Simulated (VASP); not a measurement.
# Pd (Fm-3m) in VASP: further runs

Runs on Pd. Level: BHLYP. Tasks: single point.

All numbers are computed with VASP 6.6.1; they aren't measurements. Logs are shortened: lines on timing, memory, paths and dates and some standing lists are left out, and cuts for length are marked.

**1. The cell of the first run**

The structure is cubic, space group Fm-3m (No. 225). Conventional cell: a = 3.814 Å, b = 3.814 Å, c = 3.814 Å, α = 90.00°, β = 90.00°, γ = 90.00°. Pd (site symmetry m-3m) has 12 Pd at 2.70 Å within 3.6 Å.

**2. Single point, BHLYP**

Contents of POSCAR:

```
Pd
1.0
    0.0000000000      1.9067643606      1.9067643606
    1.9067643606      0.0000000000      1.9067643606
    1.9067643606      1.9067643606      0.0000000000
Pd
1
Direct
    0.0000000000      0.0000000000      0.0000000000
```

Contents of INCAR.step1:

```
  ALGO = Normal
  EDIFF = 1E-5
  ENCUT = 520
  GGA = PE
  ISIF = 2
  ISMEAR = -1
  LASPH = True
  LCHARG = False
  LREAL = False
  LWAVE = True
  NBANDS = 11
  NELM = 100
  PREC = Accurate
  SIGMA = 0.05
```

Contents of INCAR.step2:

```
  AEXX = 0.5
  AGGAC = 1.0
  AGGAX = 0.5
  ALDAC = 0.0
  ALDAX = 0.5
  ALGO = Normal
  EDIFF = 1E-6
  ENCUT = 520
  GGA = B5
  ISIF = 2
  ISMEAR = -1
  ISTART = 1
  LASPH = True
  LCHARG = False
  LHFCALC = True
  LREAL = False
  LWAVE = False
  NBANDS = 11
  NELM = 100
  PREC = Accurate
  PRECFOCK = Normal
  SIGMA = 0.05
```

Contents of KPOINTS:

```
k-points
0
Gamma
  6 6 6
```

Potentials or basis: VASP PAW PBE potentials, release 64 (Pd).

The run is started by

```bash
> cat potpaw_PBE.64/Pd/POTCAR > POTCAR
> cp INCAR.step1 INCAR
> mpirun -np 1 vasp_std > vasp.out
> cp INCAR.step2 INCAR
> mpirun -np 1 vasp_std > vasp.out
```

OUTCAR:

```text
AEXX = 0.5
   EDIFF = 1E-6
   ENCUT = 520
   GGA = B5
   ISIF = 2
   ISMEAR = -1
   ISTART = 1
   LASPH = True
   LHFCALC = True
   LREAL = False
   NELM = 100
   PREC = Accurate
   PRECFOCK = Normal

 ion  position               nearest neighbor table
   1  0.000  0.000  0.000-

  LATTYP: Found a face centered cubic cell.
 ALAT       =     3.8135287212

  Lattice vectors:

 A1 = (   0.0000000000,   1.9067643606,   1.9067643606)
 A2 = (   1.9067643606,   0.0000000000,   1.9067643606)
 A3 = (   1.9067643606,   1.9067643606,   0.0000000000)

Analysis of symmetry for initial positions (statically):
=====================================================================
 Subroutine PRICEL returns:
 Original cell was already a primitive cell.

 Routine SETGRP: Setting up the symmetry group for a
 face centered cubic supercell.

 Subroutine GETGRP returns: Found 48 space group operations
 (whereof 48 operations were pure point group operations)
 out of a pool of 48 trial point group operations.

The static configuration has the point symmetry O_h .

Analysis of symmetry for dynamics (positions and initial velocities):
=====================================================================
 Subroutine PRICEL returns:
 Original cell was already a primitive cell.

 Routine SETGRP: Setting up the symmetry group for a
 face centered cubic supercell.

 Subroutine GETGRP returns: Found 48 space group operations
 (whereof 48 operations were pure point group operations)
 out of a pool of 48 trial point group operations.

The dynamic configuration has the point symmetry O_h .

 Subroutine INISYM returns: Found 48 space group operations
 (whereof 48 operations are pure point group operations),
 and found     1 'primitive' translations

----------------------------------------------------------------------------------------

                                     Primitive cell

  volume of cell :      13.8650

  direct lattice vectors                    reciprocal lattice vectors
     0.000000000  1.906764361  1.906764361    -0.262224326  0.262224326  0.262224326
     1.906764361  0.000000000  1.906764361     0.262224326 -0.262224326  0.262224326
     1.906764361  1.906764361  0.000000000     0.262224326  0.262224326 -0.262224326

  length of vectors
     2.696572019  2.696572019  2.696572019     0.454185856  0.454185856  0.454185856

  position of ions in fractional coordinates (direct lattice)
     0.000000000  0.000000000  0.000000000

  ion indices of the primitive-cell ions
   primitive index   ion index
                 1           1

----------------------------------------------------------------------------------------

 KPOINTS: k-points

Automatic generation of k-mesh.
 Grid dimensions read from file:
 generate k-points for:    6    6    6

 Generating k-lattice:

  Cartesian coordinates                     Fractional coordinates (reciprocal lattice)
    -0.043704054  0.043704054  0.043704054     0.166666667  0.000000000  0.000000000
     0.043704054 -0.043704054  0.043704054     0.000000000  0.166666667  0.000000000
     0.043704054  0.043704054 -0.043704054     0.000000000  0.000000000  0.166666667

  Length of vectors
     0.075697643  0.075697643  0.075697643

  Shift w.r.t. Gamma in fractional coordinates (k-lattice)
     0.000000000  0.000000000  0.000000000

 Subroutine IBZKPT returns following result:
 ===========================================

 Found     16 irreducible k-points:

 Following reciprocal coordinates:
            Coordinates               Weight
  0.000000  0.000000  0.000000      1.000000
  0.166667  0.000000  0.000000      8.000000
  0.333333  0.000000  0.000000      8.000000
  0.500000  0.000000  0.000000      4.000000
  0.166667  0.166667  0.000000      6.000000
  0.333333  0.166667  0.000000     24.000000
[... 8 lines left out ...]
 -0.333333  0.333333  0.166667     24.000000
 -0.333333  0.500000  0.166667     12.000000
   k-points           NKPTS =     16   k-points in BZ     NKDIM =    216   number of bands    NBANDS=     11
   number of dos      NEDOS =    301   number of ions     NIONS =      1
   total plane-waves  NPLWV =   8000
   dimension x,y,z NGX =    20 NGY =   20 NGZ =   20
   dimension x,y,z NGXF=    40 NGYF=   40 NGZF=   40
   ions per type =               1
   NGX,Y,Z   is equivalent  to a cutoff of  12.33, 12.33, 12.33 a.u.
   NGXF,Y,Z  is equivalent  to a cutoff of  24.66, 24.66, 24.66 a.u.
 SYSTEM =  unknown system
   PREC   = accura    normal or accurate (medium, high low for compatibility)
   ISTART =      1    job   : 0-new  1-cont  2-samecut
   ICHARG =      0    charge: 1-file 2-atom 10-const
   ISPIN  =      1    spin polarized calculation?
   LNONCOLLINEAR =      F non collinear calculations
   LSORBIT =      F    spin-orbit coupling
   LASPH  =      T    aspherical Exc in radial PAW
   ENCUT  =  520.0 eV  38.22 Ry    6.18 a.u.   5.01  5.01  5.01*2*pi/ulx,y,z
   NELM   =    100;   NELMIN=  2; NELMDL=  0     # of ELM steps
   EDIFF  = 0.1E-05   stopping-criterion for ELM
   LREAL  =      F    real-space projection
   EDIFFG = 0.1E-04   stopping-criterion for IOM
   NSW    =      0    number of steps for IOM
   IBRION =     -1    ionic relax: 0-MD 1-quasi-New 2-CG
   NFREE  =      0    steps in history (QN), initial steepest desc. (CG)
   ISIF   =      2    stress and relaxation
   ISYM   =      3    0-nonsym 1-usesym 2-fastsym
   POTIM  = 0.5000    time-step for ionic-motion
   TEBEG  =    0.0;   TEEND  =   0.0 temperature during run
   PSTRESS=    0.0 pullay stress
   NELECT =      10.0000    total number of electrons
   NUPDOWN=      -1.0000    fix difference up-down
   EMIN   =  10.00;   EMAX   =-10.00  energy-range for DOS
   EFERMI =   0.00;   METHOD = LEGACY
   ISMEAR =    -1;   SIGMA  =   0.05  broadening in eV -4-tet -1-fermi 0-gaus
   EFERMI_NEDOS =   21; number of points for ismear=-14 and -15
   IALGO  =     38    algorithm
   IMIX   =      1    mixing-type and parameters
     AMIX     =   0.40;   BMIX     =  1.00
     AMIX_MAG =   1.60;   BMIX_MAG =  1.00
  volume/ion in A,a.u.               =      13.87        93.57
  Fermi-wavevector in a.u.,A,eV,Ry     =   1.468141  2.774384 29.326520  2.155438
  Thomas-Fermi vector in A             =   2.583674
   LORBIT       =      0    0 simple, 1 ext, 2 COOP (PROOUT), +10 PAW based schemes
   GGA     = B5    functional components
   LHFCALC =     T    Hartree Fock is set to
   PRECFOCK=normal    Normal, Fast or Accurate (Low or Medium for compatibility)
   ENCUT4O =  -1.0   cutoff for four orbital integrals eV
   NKREDX  =     1    reduce k-point grid by
   NKREDY  =     1    reduce k-point grid by
   NKREDZ  =     1    reduce k-point grid by
   AEXX    =    0.5000 exact exchange contribution
   HFSCREEN=    0.0000 screening length (either q_TF or 0.3 A-1)
   HFSCREENC=   0.0000 screening length for correlation (either q_TF or 0.3 A-1)
   ENCUTFOCK=  -1.0 apply spherical cutoff to Coloumb kernel
   IVDW    =     0    specifies the selected vdW correction
   LEPSILON=     F    determine dielectric tensor
   LRPA    =     F    only Hartree local field effects (RPA)
 non-spin polarized calculation
  energy-cutoff  :      520.00
  volume of cell :       13.87
 maximum number of plane-waves:       388
  NGX = 16; NGY = 16; NGZ = 16

 number of electron      10.0000004 magnetization

 Free energy of the ion-electron system (eV)
  ---------------------------------------------------
  ext. energy  EPLUGINS =         0.00000000
  ---------------------------------------------------
  free energy    TOTEN  =        -6.98968859 eV

  energy without entropy =       -6.98298144  energy(sigma->0) =       -6.98633502

 E-fermi :   9.7876     XC(G=0):  -7.0240

 val. band max:        9.0051068190   @ k =  -0.3333   0.3333   0.1667
 cond. band min:       9.8320138329   @ k =   0.5000   0.1667   0.0000
 fundamental gap:      0.8269070138
 Fermi energy:         9.7876487139

 k-point     1 :       0.0000    0.0000    0.0000
  band No.  band energies     occupation
      1       0.8838      2.00000
      2       4.8345      2.00000
      3       4.8345      2.00000
      4       4.8345      2.00000
      5       6.4694      2.00000
      6       6.4694      2.00000
      7      31.4532      0.00000
      8      36.8613      0.00000
      9      36.8613      0.00000
     10      36.8613      0.00000
     11      42.4678      0.00000

 k-point     2 :       0.1667    0.0000    0.0000
  band No.  band energies     occupation
      1       2.0499      2.00000
      2       4.7038      2.00000
      3       5.1535      2.00000
      4       5.1535      2.00000
      5       6.4856      2.00000
      6       6.4856      2.00000
      7      32.0630      0.00000
      8      32.9745      0.00000
      9      38.2108      0.00000
     10      38.2108      0.00000
     11      42.1776      0.00000

 k-point     3 :       0.3333    0.0000    0.0000
  band No.  band energies     occupation
      1       2.4097      2.00000
      2       4.8533      2.00000
      3       4.8533      2.00000
      4       7.8097      2.00000
      5       7.8097      2.00000
      6       7.8705      2.00000
      7      26.0727      0.00000
      8      31.8816      0.00000
      9      38.4464      0.00000
     10      38.4464      0.00000
     11      42.0576      0.00000
[... 155 lines left out ...]
 k-point    15 :      -0.3333    0.3333    0.1667
  band No.  band energies     occupation
      1       3.2498      2.00000
      2       3.8139      2.00000
      3       5.0462      2.00000
      4       6.3776      2.00000
      5       9.0051      2.00000
      6      19.9360      0.00000
      7      21.7261      0.00000
      8      28.4948      0.00000
      9      28.8175      0.00000
     10      37.9732      0.00000
     11      42.0166      0.00000

 k-point    16 :      -0.3333    0.5000    0.1667
  band No.  band energies     occupation
      1       2.4133      2.00000
      2       3.0971      2.00000
      3       6.3587      2.00000
      4       7.0752      2.00000
      5      11.0074      0.00000
      6      20.2686      0.00000
      7      25.0695      0.00000
      8      25.3396      0.00000
      9      26.2442      0.00000
     10      39.2546      0.00000
     11      42.3218      0.00000

------------------------ aborting loop because EDIFF is reached ----------------------------------------

  FORCE on cell =-STRESS in cart. coord.  units (eV):
  Direction    XX          YY          ZZ          XY          YZ          ZX
  --------------------------------------------------------------------------------------
  -------------------------------------------------------------------------------------
  Total        1.9157630      1.9157630      1.9157630      0.0000000      0.0000000      0.0000000
  in kB      221.3763881    221.3763881    221.3763881      0.0000000      0.0000000      0.0000000
  external PRESSURE =     221.3763881 kB  Pullay stress =       0.0000000 kB

 VOLUME and BASIS-vectors are now :
 -----------------------------------------------------------------------------
  energy-cutoff  :      520.00
  volume of cell :       13.87
      direct lattice vectors                 reciprocal lattice vectors
     0.000000000  1.906764361  1.906764361    -0.262224326  0.262224326  0.262224326
     1.906764361  0.000000000  1.906764361     0.262224326 -0.262224326  0.262224326
     1.906764361  1.906764361  0.000000000     0.262224326  0.262224326 -0.262224326

 POSITION                                       TOTAL-FORCE (eV/Angst)
 -----------------------------------------------------------------------------------
      0.00000      0.00000      0.00000         0.000000      0.000000      0.000000
 -----------------------------------------------------------------------------------
    total drift:                                0.000000      0.000000      0.000000

  FREE ENERGIE OF THE ION-ELECTRON SYSTEM (eV)
  ---------------------------------------------------
  free  energy   TOTEN  =        -6.9896885932 eV

  energy  without entropy=       -6.9829814428  energy(sigma->0) =       -6.98633502
```

Wall time 7.4 min (1 thread of Intel Xeon Platinum 8259CL at 2.50GHz (Skylake/Cascade Lake), shared host); peak memory 0.14 GiB.

What came out:

| Item | Value |
| --- | --- |
| Free energy | -6.9897 eV |
| Pressure | 22.1 GPa |
| Band gap on the k mesh | zero (bands 5 and 6 overlap by 4.70 eV) |

Caveat: the k points lie up to 0.48 Å⁻¹ apart, too coarse for converged energies and pressures of a metal; the PAW data sets were made with another functional, which shifts forces and pressure a little.

**3. Single point, BHLYP**

This run uses another cell than the first one, of 14.16 Å³/atom.

Contents of POSCAR:

```
Pd
1.0
    0.0000000000      1.9201927211      1.9201927211
    1.9201927211      0.0000000000      1.9201927211
    1.9201927211      1.9201927211      0.0000000000
Pd
1
Direct
    0.0000000000      0.0000000000      0.0000000000
```

Contents of INCAR.step1:

```
SYSTEM = Pd
ALGO     = Normal         ! electronic algorithm
EDIFF    = 1E-5           ! SCF threshold, eV
ENCUT    = 520            ! plane-wave cutoff, eV
GGA      = PE             ! functional
ISIF     = 2              ! what is computed and relaxed
ISMEAR   = -1             ! smearing method
LASPH    = .True.         ! aspherical terms in the spheres
LCHARG   = .False.        ! write CHGCAR
LREAL    = .False.        ! projectors in reciprocal space
LWAVE    = .True.         ! write WAVECAR
NBANDS   = 11             ! bands
NELM     = 80             ! most SCF steps
PREC     = Accurate       ! precision mode
SIGMA    = 0.05           ! smearing width, eV
```

Contents of INCAR.step2:

```
SYSTEM = Pd
AEXX     = 0.5            ! exact-exchange fraction
AGGAC    = 1.0          
AGGAX    = 0.5          
ALDAC    = 0.0          
ALDAX    = 0.5          
ALGO     = Normal         ! electronic algorithm
EDIFF    = 1E-7           ! SCF threshold, eV
ENCUT    = 520            ! plane-wave cutoff, eV
GGA      = B5             ! functional
ISIF     = 2              ! what is computed and relaxed
ISMEAR   = -1             ! smearing method
ISTART   = 1            
LASPH    = .True.         ! aspherical terms in the spheres
LCHARG   = .False.        ! write CHGCAR
LHFCALC  = .True.         ! exact exchange
LREAL    = .False.        ! projectors in reciprocal space
LWAVE    = .False.        ! write WAVECAR
NBANDS   = 11             ! bands
NELM     = 80             ! most SCF steps
PREC     = Accurate       ! precision mode
PRECFOCK = Normal       
SIGMA    = 0.05           ! smearing width, eV
```

Contents of KPOINTS:

```
k-points
0
Gamma
  6 6 6
  0 0 0
```

Potentials or basis: VASP PAW PBE potentials, release 64 (Pd).

The run is started by

```bash
> cat potpaw_PBE.64/Pd/POTCAR > POTCAR
> cp INCAR.step1 INCAR
> mpirun -np 1 vasp_std > vasp.out
> cp INCAR.step2 INCAR
> mpirun -np 1 vasp_std > vasp.out
```

OUTCAR:

```text
SYSTEM = Pd
   AEXX = 0.5
   EDIFF = 1E-7
   ENCUT = 520
   GGA = B5
   ISIF = 2
   ISMEAR = -1
   ISTART = 1
   LASPH = .True.
   LHFCALC = .True.
   LREAL = .False.
   NELM = 80
   PREC = Accurate
   PRECFOCK = Normal

 ion  position               nearest neighbor table
   1  0.000  0.000  0.000-

  LATTYP: Found a face centered cubic cell.
 ALAT       =     3.8403854422

  Lattice vectors:

[... 399 lines left out ...]
      7      24.4728      0.00000
      8      24.7982      0.00000
      9      25.6848      0.00000
     10      38.5896      0.00000
     11      41.5483      0.00000

------------------------ aborting loop because EDIFF is reached ----------------------------------------

  FORCE on cell =-STRESS in cart. coord.  units (eV):
  Direction    XX          YY          ZZ          XY          YZ          ZX
  --------------------------------------------------------------------------------------
  -------------------------------------------------------------------------------------
  Total        1.4710780      1.4710780      1.4710780      0.0000000      0.0000000     -0.0000000
  in kB      166.4492401    166.4492401    166.4492401      0.0000000      0.0000000     -0.0000000
  external PRESSURE =     166.4492401 kB  Pullay stress =       0.0000000 kB

 VOLUME and BASIS-vectors are now :
 -----------------------------------------------------------------------------
  energy-cutoff  :      520.00
  volume of cell :       14.16
      direct lattice vectors                 reciprocal lattice vectors
     0.000000000  1.920192721  1.920192721    -0.260390530  0.260390530  0.260390530
     1.920192721  0.000000000  1.920192721     0.260390530 -0.260390530  0.260390530
     1.920192721  1.920192721  0.000000000     0.260390530  0.260390530 -0.260390530

 POSITION                                       TOTAL-FORCE (eV/Angst)
 -----------------------------------------------------------------------------------
      0.00000      0.00000      0.00000         0.000000      0.000000      0.000000
 -----------------------------------------------------------------------------------
    total drift:                                0.000000      0.000000     -0.000000

  FREE ENERGIE OF THE ION-ELECTRON SYSTEM (eV)
  ---------------------------------------------------
  free  energy   TOTEN  =        -7.0256462861 eV

  energy  without entropy=       -7.0189390966  energy(sigma->0) =       -7.02229269
```

OSZICAR.step1:

```text
N       E                     dE             d eps       ncg     rms          rms(c)
DAV:   1     0.421788038508E+02    0.42179E+02   -0.51004E+03   352   0.842E+02
DAV:   2    -0.492511546317E+01   -0.47104E+02   -0.45719E+02   400   0.185E+02
DAV:   3    -0.550880059461E+01   -0.58369E+00   -0.58306E+00   418   0.216E+01
DAV:   4    -0.551141624375E+01   -0.26156E-02   -0.26155E-02   435   0.151E+00
DAV:   5    -0.551144480197E+01   -0.28558E-04   -0.28559E-04   457   0.141E-01    0.864E+00
DAV:   6    -0.520959053548E+01    0.30185E+00   -0.10777E+00   442   0.889E+00    0.422E+00
DAV:   7    -0.519296959158E+01    0.16621E-01   -0.33581E-02   466   0.140E+00    0.206E+00
DAV:   8    -0.518825091327E+01    0.47187E-02   -0.13512E-03   453   0.283E-01    0.976E-02
DAV:   9    -0.518825009028E+01    0.82299E-06   -0.11971E-05   416   0.300E-02
   1 F= -.51882501E+01 E0= -.51795031E+01  d E =-.174940E-01
```

Wall time 9.4 min (1 thread of Intel Xeon Platinum 8259CL at 2.50GHz (Skylake/Cascade Lake), shared host); peak memory 0.14 GiB.

What came out:

* Free energy: -7.0256 eV
* Pressure: 16.6 GPa
* Band gap on the k mesh: zero (bands 5 and 6 overlap by 4.62 eV)

Caveat: the k points lie up to 0.47 Å⁻¹ apart, too coarse for converged energies and pressures of a metal; the PAW data sets were made with another functional, which shifts forces and pressure a little.

The gap in the log of VASP goes by the Fermi energy; the results here count the filled bands.